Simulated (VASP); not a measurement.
Al: single point with r2SCAN

Al:

```
Al
1.0
     2.72664    0.00000    0.00000
    -1.36332    2.36134    0.00000
     0.00000    0.00000    4.53660
Al
2
Cartesian
  1.3633 0.7871 3.4024
  0.0000 1.5742 1.1341
```

```yaml
Program: VASP 6.6.1
Task: single point
Functional: r2SCAN
Potentials_or_basis: VASP PAW PBE potentials, release 64 (Al)
Cutoff: 520 eV
k_mesh: 14 × 14 × 7
Occupations: methfessel-paxton, width 0.15 eV
Spin: no spin polarisation
```

| Item | Value |
| --- | --- |
| Pressure | 9.5 GPa |
| Band gap on the k mesh | zero (band 3 reaches 12.67 eV, above the bottom of band 4 at 6.17 eV) |

Stress tensor (GPa, compression positive):
```
9.72 0.00 0.00
0.00 9.72 0.00
0.00 0.00 9.20
```

Levels at points of the mesh, in eV from the Fermi level:
| k point | band 1 | band 2 | band 3 | band 4 | band 5 | band 6 | band 7 | band 8 |
| --- | --- | --- | --- | --- | --- | --- | --- | --- |
| (0.00, 0.00, 0.00) | -12.82 | -5.72 | -5.05 | 12.53 | 12.53 | 12.66 | 12.66 | 13.07 |
| (0.50, 0.00, 0.00) | -6.07 | -5.93 | 0.51 | 1.15 | 1.27 | 2.04 | 6.82 | 9.06 |

Wall time 72 s on 1 thread of Intel(R) Xeon(R) Platinum 8259CL CPU @ 2.50GHz (Skylake/Cascade Lake), on a shared host, peak memory 0.15 GiB.

Caveat: the PAW data sets were made with another functional, which shifts forces and pressure a little.
